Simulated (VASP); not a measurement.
# Zn (P6_3/mmc) in VASP: notebook

The runs below take Zn through single point, with PBEsol.

All numbers are computed with VASP 6.6.1; they aren't measurements. Logs are shortened: lines on timing, memory, paths and dates and some standing lists are left out, and cuts for length are marked.

## 1. The cell of the first run

It takes space group P6_3/mmc (No. 194, hexagonal). Conventional cell: a = 2.665 Å, b = 2.665 Å, c = 4.947 Å, α = 90.00°, β = 90.00°, γ = 120.00°. Within 3.5 Å of Zn (site symmetry -6m2) lie 12 Zn at 2.66 to 2.91 Å.

## 2. Single point, PBEsol

INCAR reads:

```
SYSTEM = Zn
  PREC = Accurate
  ENCUT = 520
  EDIFF = 1E-7
  ISMEAR = 0
  SIGMA = 0.15
  LREAL = .FALSE.
  LASPH = .TRUE.
  NELM = 60
  ALGO = Fast
  ISIF = 2
  LWAVE = .FALSE.
  LCHARG = .FALSE.
  GGA = PS
  NBANDS = 19
```

KPOINTS reads:

```
Automatic mesh
0
G
  24 24 12
  0 0 0
```

POSCAR reads:

```
Zn
1.0
    2.6647980532      0.0000000000      0.0000000000
   -1.3323990266      2.3077828100      0.0000000000
    0.0000000000      0.0000000000      4.9467000000
Zn
2
Direct
    0.3333333333      0.6666666667      0.2500000000
    0.6666666667      0.3333333333      0.7500000000
```

Potentials or basis: VASP PAW PBE potentials, release 64 (Zn).

On the command line:

```console
$ cat potpaw_PBE.64/Zn/POTCAR > POTCAR
$ mpirun -np 1 vasp_std > vasp.out
```

OUTCAR:

```text
SYSTEM = Zn
   PREC = Accurate
   ENCUT = 520
   EDIFF = 1E-7
   ISMEAR = 0
   LREAL = .FALSE.
   LASPH = .TRUE.
   NELM = 60
   ISIF = 2
   GGA = PS

 ion  position               nearest neighbor table
   1  0.333  0.667  0.250-   2 2.91   2 2.91   2 2.91   2 2.91   2 2.91   2 2.91
   2  0.667  0.333  0.750-   1 2.91   1 2.91   1 2.91   1 2.91   1 2.91   1 2.91

  LATTYP: Found a hexagonal cell.
 ALAT       =     2.6647980532
 C/A-ratio  =     1.8563132745

  Lattice vectors:

 A1 = (   2.6647980532,   0.0000000000,   0.0000000000)
 A2 = (  -1.3323990266,   2.3077828100,   0.0000000000)
 A3 = (   0.0000000000,   0.0000000000,   4.9467000000)

Analysis of symmetry for initial positions (statically):
=====================================================================
 Subroutine PRICEL returns:
 Original cell was already a primitive cell.

 Routine SETGRP: Setting up the symmetry group for a
 hexagonal supercell.

 Subroutine GETGRP returns: Found 24 space group operations
 (whereof 12 operations were pure point group operations)
 out of a pool of 24 trial point group operations.

The static configuration has the point symmetry D_3d.
 The point group associated with its full space group is D_6h.

Analysis of symmetry for dynamics (positions and initial velocities):
=====================================================================
 Subroutine PRICEL returns:
 Original cell was already a primitive cell.

 Routine SETGRP: Setting up the symmetry group for a
 hexagonal supercell.

 Subroutine GETGRP returns: Found 24 space group operations
 (whereof 12 operations were pure point group operations)
 out of a pool of 24 trial point group operations.

The dynamic configuration has the point symmetry D_3d.
 The point group associated with its full space group is D_6h.

 Subroutine INISYM returns: Found 24 space group operations
 (whereof 12 operations are pure point group operations),
 and found     1 'primitive' translations

----------------------------------------------------------------------------------------

                                     Primitive cell

  volume of cell :      30.4211

  direct lattice vectors                    reciprocal lattice vectors
     2.664798053  0.000000000  0.000000000     0.375262958  0.216658170  0.000000000
    -1.332399027  2.307782810  0.000000000     0.000000000  0.433316340  0.000000000
     0.000000000  0.000000000  4.946700000     0.000000000  0.000000000  0.202154972

  length of vectors
[... 75 lines left out ...]
   ICHARG =      2    charge: 1-file 2-atom 10-const
   ISPIN  =      1    spin polarized calculation?
   LNONCOLLINEAR =      F non collinear calculations
   LSORBIT =      F    spin-orbit coupling
   LASPH  =      T    aspherical Exc in radial PAW
   ENCUT  =  520.0 eV  38.22 Ry    6.18 a.u.   4.95  4.95  9.20*2*pi/ulx,y,z
   NELM   =     60;   NELMIN=  2; NELMDL= -5     # of ELM steps
   EDIFF  = 0.1E-06   stopping-criterion for ELM
   LREAL  =      F    real-space projection
   EDIFFG = 0.1E-05   stopping-criterion for IOM
   NSW    =      0    number of steps for IOM
   IBRION =     -1    ionic relax: 0-MD 1-quasi-New 2-CG
   NFREE  =      0    steps in history (QN), initial steepest desc. (CG)
   ISIF   =      2    stress and relaxation
   ISYM   =      2    0-nonsym 1-usesym 2-fastsym
   POTIM  = 0.5000    time-step for ionic-motion
   TEBEG  =    0.0;   TEEND  =   0.0 temperature during run
   PSTRESS=    0.0 pullay stress
   NELECT =      24.0000    total number of electrons
   NUPDOWN=      -1.0000    fix difference up-down
   EMIN   =  10.00;   EMAX   =-10.00  energy-range for DOS
   EFERMI =   0.00;   METHOD = LEGACY
   ISMEAR =     0;   SIGMA  =   0.15  broadening in eV -4-tet -1-fermi 0-gaus
   EFERMI_NEDOS =   21; number of points for ismear=-14 and -15
   IALGO  =     68    algorithm
   IMIX   =      4    mixing-type and parameters
     AMIX     =   0.40;   BMIX     =  1.00
     AMIX_MAG =   1.60;   BMIX_MAG =  1.00
  volume/ion in A,a.u.               =      15.21       102.65
  Fermi-wavevector in a.u.,A,eV,Ry     =   1.512703  2.858594 31.133805  2.288270
  Thomas-Fermi vector in A             =   2.622592
   LORBIT       =      0    0 simple, 1 ext, 2 COOP (PROOUT), +10 PAW based schemes
   GGA     = PS    functional components
   LHFCALC =     F    Hartree Fock is set to
   AEXX    =    0.0000 exact exchange contribution
   IVDW    =     0    specifies the selected vdW correction
   LEPSILON=     F    determine dielectric tensor
   LRPA    =     F    only Hartree local field effects (RPA)
 non-spin polarized calculation
 RMM-DIIS sequential band-by-band and
 Gauss-broadening in eV      SIGMA  =   0.15
  energy-cutoff  :      520.00
  volume of cell :       30.42
 maximum number of plane-waves:       855
 NGX is ok and might be reduce to    20
   NGX =  9   NGY =  9   NGZ = 19

 number of electron      24.0000012 magnetization

 Free energy of the ion-electron system (eV)
  ---------------------------------------------------
  ext. energy  EPLUGINS =         0.00000000
  ---------------------------------------------------
  free energy    TOTEN  =        -3.14040782 eV

  energy without entropy =       -3.13546065  energy(sigma->0) =       -3.13793424

 E-fermi :   2.9719     XC(G=0): -11.7000

 val. band max:        2.9669979872   @ k =   0.1667   0.0417   0.1667
 cond. band min:       2.9754255024   @ k =   0.3333   0.3333   0.0833
 fundamental gap:      0.0084275151
 Fermi energy:         2.9718812646

 k-point     1 :       0.0000    0.0000    0.0000
  band No.  band energies     occupation
      1      -7.4767      2.00000
      2      -5.6480      2.00000
      3      -4.9421      2.00000
      4      -4.7114      2.00000
      5      -4.7114      2.00000
      6      -4.6611      2.00000
[... 505 lines left out ...]
      6      -4.5579      2.00000
[... 11 lines left out ...]
     18      17.8495      0.00000
     19      17.8933      0.00000

 [... further k-points ...]
[... 5 lines left out ...]
  --------------------------------------------------------------------------------------
  -------------------------------------------------------------------------------------
  Total       -1.1241538     -1.1241538     -0.6345959      0.0000000     -0.0000000      0.0000000
  in kB      -59.2054270    -59.2054270    -33.4220443      0.0000000     -0.0000000      0.0000000
  external PRESSURE =     -50.6109661 kB  Pullay stress =       0.0000000 kB

 VOLUME and BASIS-vectors are now :
 -----------------------------------------------------------------------------
  energy-cutoff  :      520.00
  volume of cell :       30.42
      direct lattice vectors                 reciprocal lattice vectors
     2.664798053  0.000000000  0.000000000     0.375262958  0.216658170  0.000000000
    -1.332399027  2.307782810  0.000000000     0.000000000  0.433316340  0.000000000
     0.000000000  0.000000000  4.946700000     0.000000000  0.000000000  0.202154972

 POSITION                                       TOTAL-FORCE (eV/Angst)
 -----------------------------------------------------------------------------------
     -0.00000      1.53852      1.23667        -0.000000      0.000000      0.000000
      1.33240      0.76926      3.71002         0.000000     -0.000000     -0.000000
 -----------------------------------------------------------------------------------
    total drift:                               -0.000000      0.000000      0.000000

  FREE ENERGIE OF THE ION-ELECTRON SYSTEM (eV)
  ---------------------------------------------------
  free  energy   TOTEN  =        -3.1404078241 eV

  energy  without entropy=       -3.1354606544  energy(sigma->0) =       -3.13793424
```

OSZICAR:

```text
N       E                     dE             d eps       ncg     rms          rms(c)
DAV:   1     0.111857007640E+03    0.11186E+03   -0.12282E+04 16842   0.199E+03
DAV:   2     0.172678754868E+01   -0.11013E+03   -0.10629E+03 16327   0.294E+02
DAV:   3    -0.340067781851E+01   -0.51275E+01   -0.51067E+01 18155   0.698E+01
DAV:   4    -0.343117299071E+01   -0.30495E-01   -0.30488E-01 17795   0.555E+00
DAV:   5    -0.343121168426E+01   -0.38694E-04   -0.38693E-04 17661   0.179E-01    0.412E+00
RMM:   6    -0.315971281239E+01    0.27150E+00   -0.10369E+00 18709   0.121E+01    0.311E+00
RMM:   7    -0.314777180960E+01    0.11941E-01   -0.31497E-02 19422   0.251E+00    0.157E+00
RMM:   8    -0.314054056508E+01    0.72312E-02   -0.57555E-03 18585   0.598E-01    0.137E-01
RMM:   9    -0.314043495822E+01    0.10561E-03   -0.18073E-03 19824   0.603E-01    0.896E-02
RMM:  10    -0.314040701263E+01    0.27946E-04   -0.14021E-04 19591   0.122E-01    0.517E-03
RMM:  11    -0.314040786376E+01   -0.85113E-06   -0.12588E-05 19344   0.352E-02    0.290E-03
RMM:  12    -0.314040784493E+01    0.18821E-07   -0.14302E-06 19797   0.143E-02    0.608E-03
RMM:  13    -0.314040782408E+01    0.20856E-07   -0.53653E-07 17238   0.921E-03
   1 F= -.31404078E+01 E0= -.31379342E+01  d E =-.494717E-02
```

stdout:

```text
POSCAR found type information on POSCAR Zn
 POSCAR found :  1 types and       2 ions
 scaLAPACK will be used
 -----------------------------------------------------------------------------
|                                                                             |
|                                                                             |
|     You enforced a specific xc type in the INCAR file but a different       |
|     I HOPE YOU KNOW WHAT YOU ARE DOING!                                     |
|                                                                             |
 -----------------------------------------------------------------------------

 LDA part: xc-table for (Slater+PW92), standard interpolation
 POSCAR, INCAR and KPOINTS ok, starting setup
 FFT: planning ... GRIDC
 FFT: planning ... GRID_SOFT
 FFT: planning ... GRID
 WAVECAR not read
 entering main loop
WARNING in EDDRMM: call to ZHEGV failed, returncode =   8  4     17
WARNING in EDDRMM: call to ZHEGV failed, returncode =   6  3     18
WARNING in EDDRMM: call to ZHEGV failed, returncode =   8  4     16
WARNING in EDDRMM: call to ZHEGV failed, returncode =   8  4     17
```

It took 79 s on 1 thread of Intel Xeon 6975P-C (Granite Rapids), shared host; peak memory 0.3 GiB.

Results:

```
Free energy            : -3.1404 eV
Pressure               : -5.1 GPa
Band gap on the k mesh : zero (band 12 reaches 4.36 eV, above the bottom of band 13 at -0.10 eV)
```

Stress tensor (GPa, compression positive):
```
-5.92  0.00  0.00
 0.00 -5.92  0.00
 0.00  0.00 -3.34
```

Caveat: the PAW data sets were made with another functional, which shifts forces and pressure a little.

## 3. Single point, PBEsol

INCAR reads:

```
  PREC = Accurate
  ENCUT = 520
  EDIFF = 1E-7
  ISMEAR = 0
  SIGMA = 0.15
  LREAL = F
  LASPH = T
  NELM = 100
  ALGO = Fast
  ISIF = 2
  LWAVE = F
  LCHARG = F
  GGA = PS
  NBANDS = 19
```

KPOINTS reads:

```
regular mesh
0
Gamma
  24 24 10
```

POSCAR is that of step 2.

Potentials or basis: VASP PAW PBE potentials, release 64 (Zn).

On the command line:

```console
$ cat potpaw_PBE.64/Zn/POTCAR > POTCAR
$ mpirun -np 1 vasp_std > vasp.out
```

Wall time 80 s (1 thread of Intel Xeon 6975P-C (Granite Rapids), shared host); peak memory 0.27 GiB.

It converged, with:

```
Free energy            : -3.1407 eV
Pressure               : -5.1 GPa
Band gap on the k mesh : zero (band 12 reaches 4.36 eV, above the bottom of band 13 at -0.10 eV)
```

Stress tensor (GPa, compression positive):
```
-6.02  0.00  0.00
 0.00 -6.02  0.00
 0.00  0.00 -3.12
```

Levels at points of the mesh, in eV from the Fermi level:
```tsv
k point	band 9	band 10	band 11	band 12	band 13	band 14	band 15	band 16
(0.00, 0.00, 0.00)	-7.28	-7.07	-7.07	-3.66	-3.04	13.60	17.23	17.38
(0.50, 0.00, 0.00)	-6.89	-6.87	-2.86	-2.18	2.60	3.52	4.07	5.69
(0.00, 0.00, 0.50)	-7.15	-7.15	-7.15	-7.15	4.57	4.57	18.67	18.67
(0.50, 0.00, 0.50)	-6.88	-6.88	-1.89	-1.89	0.10	0.10	10.10	10.10
```

Caveat: the PAW data sets were made with another functional, which shifts forces and pressure a little.
